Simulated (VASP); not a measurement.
A run of VASP 6.6.1 is set up as follows.

Contents of INCAR:

```
SYSTEM = Ta3Cu
ALGO     = Fast           ! electronic algorithm
EDIFF    = 1E-7           ! SCF threshold, eV
ENCUT    = 520            ! plane-wave cutoff, eV
ISIF     = 2              ! what is computed and relaxed
ISMEAR   = -1             ! smearing method
LASPH    = .TRUE.         ! aspherical terms in the spheres
LCHARG   = .FALSE.        ! write CHGCAR
LREAL    = .FALSE.        ! projectors in reciprocal space
LWAVE    = .FALSE.        ! write WAVECAR
NBANDS   = 30             ! bands
NELM     = 100            ! most SCF steps
PREC     = Accurate       ! precision mode
SIGMA    = 0.05           ! smearing width, eV
```

File KPOINTS:

```
k-points
0
G
  9 9 9
  0 0 0
```

Contents of POSCAR:

```
Ta3Cu
1.0
   -2.0329114359      2.0329114359      4.2635470084
    2.0329114359     -2.0329114359      4.2635470084
    2.0329114359      2.0329114359     -4.2635470084
Ta Cu
3 1
Direct
    0.5000000000      0.5000000000      0.0000000000
    0.2500000000      0.7500000000      0.5000000000
    0.7500000000      0.2500000000      0.5000000000
    0.0000000000      0.0000000000      0.0000000000
```

Potentials or basis: VASP PAW LDA potentials, release 64 (Ta_pv, Cu).

Run with:

```bash
$ cat potpaw_LDA.64/Ta_pv/POTCAR potpaw_LDA.64/Cu/POTCAR > POTCAR
$ mpirun -np 1 vasp_std > vasp.out
```

Question: Estimate the band gap on the k mesh.

Answer: Zero (bands 22 and 23 overlap by 1.26 eV).

Question: Estimate the pressure.

Answer: -16.5 GPa.

Stress tensor (GPa, compression positive):
```
-16.31   0.00   0.00
  0.00 -16.31   0.00
  0.00   0.00 -16.77
```

Caveat: the cell stands under tension; spin-orbit coupling is left out, which moves the levels of the heavy elements.
